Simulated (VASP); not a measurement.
Set up this calculation in VASP 6.6.1, as the native input.

- Task: single point
- Functional: PBE
- Potentials or basis: VASP PAW PBE potentials, release 64 (Br)
- Cutoff: 520 eV
- k mesh: 20 × 20 × 20
- Occupations: gaussian, width 0.1 eV
- Spin: no spin polarisation
- Dipole correction: no
- Further INCAR settings: ALGO = Normal; EDIFF = 1e-07; NBANDS = 10

The structure of Br lies in POSCAR:

```
Br
1.0
   -1.2742481484      1.7138740100      3.6615372536
    1.2742481484     -1.7138740100      3.6615372536
    1.2742481484      1.7138740100     -3.6615372536
Br
1
Direct
    0.0000000000      0.0000000000      0.0000000000
```

This cell differs from its parent crystal: strained.

The input as run:

INCAR

```
SYSTEM = Br
  PREC = Accurate
  ENCUT = 520
  EDIFF = 1E-7
  ISMEAR = 0
  SIGMA = 0.1
  LREAL = .FALSE.
  LASPH = .TRUE.
  NELM = 100
  ALGO = Normal
  ISIF = 2
  LWAVE = .FALSE.
  LCHARG = .TRUE.
  GGA = PE
  LELF = .TRUE.
  LVHAR = .TRUE.
  NBANDS = 10
```

KPOINTS

```
regular mesh
0
G
  20 20 20
  0 0 0
```

Potentials or basis: VASP PAW PBE potentials, release 64 (Br).

The run is started by

```bash
$ cat potpaw_PBE.64/Br/POTCAR > POTCAR
$ mpirun -np 1 vasp_std > vasp.out
```

Results of the run:

| Property | Result |
| --- | --- |
| Pressure | 2.1 GPa |
| Band gap on the k mesh | zero (an odd number of electrons rules out a gap without spin polarisation) |

Caveat: the cell differs from its parent crystal (strained); an odd number of electrons without spin polarisation forces a metal; a magnetic or distorted state may lie lower.

Wall time 2.1 min on 1 thread of Intel(R) Xeon(R) 6975P-C (Granite Rapids), on a shared host, peak memory 0.46 GiB.
